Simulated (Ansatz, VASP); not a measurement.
# Ta: VASP beside Ansatz

Contents of INCAR:

```
SYSTEM = Ta
PREC = Accurate
ENCUT = 500
EDIFF = 1E-6
ISMEAR = 0
SIGMA = 0.1
LREAL = .FALSE.
LASPH = .TRUE.
NELM = 120
ALGO = Normal
ISIF = 2
LWAVE = .FALSE.
LCHARG = .FALSE.
GGA = PS
IVDW = 12
NBANDS = 12
GGA_COMPAT = .FALSE.
```

KPOINTS

```
regular mesh
0
G
  8 8 8
  0 0 0
```

POSCAR

```
Ta
1.0
   -1.6400000000      1.6400000000      1.6400000000
    1.6400000000     -1.6400000000      1.6400000000
    1.6400000000      1.6400000000     -1.6400000000
Ta
1
Direct
    0.0000000000      0.0000000000      0.0000000000
```

Input for Ansatz:

```yaml
crystal:
  lattice:
    - [-1.64, 1.64, 1.64]
    - [1.64, -1.64, 1.64]
    - [1.64, 1.64, -1.64]
  atoms:
    - { symbol: Ta, position: [0.0, 0.0, 0.0] }
basis:
  ecutwfc: 420
kpoints:
  mp_grid: { grid: [8, 8, 8] }
hamiltonian:
  xc: pbesol
  dispersion: d3bj
  pseudopotentials: { kind: paw, azcp: { folder: soft_1 } }
scf:
  occupations: { method: gaussian, width: 0.1 }
output:
  forces: true
  stress: true
  eigenvalues: true
```

Alike in both runs: task single point; functional PBEsol; dispersion D3(BJ); k mesh 8 × 8 × 8; occupations gaussian, width 0.1 eV; no spin polarisation.

|  | VASP | Ansatz |
| --- | --- | --- |
| version | VASP 6.6.1 | Ansatz 0.2.0 |
| potentials or method | VASP PAW PBE potentials, release 64 (Ta_pv), cutoff 500 eV | scalar-relativistic, plane waves, PAW |
| valence electrons in the cell | 11 | 13 |

|  | VASP | Ansatz | Ansatz less VASP |
| --- | --- | --- | --- |
| gap on the k mesh at the Fermi level (eV) | none | none | - |
| pressure (GPa) | -8.2 | -8.4 | -0.19 |

VASP's potentials were made for PBE, not for PBEsol, and Ansatz warns of the same on its side. A gap of «none» marks a metal or a gap that the smearing closes. VASP's potentials hold 11 valence electrons a cell and Ansatz's 13, so a difference there can come from the potentials and not from the codes.

Neither program's run includes spin-orbit coupling.
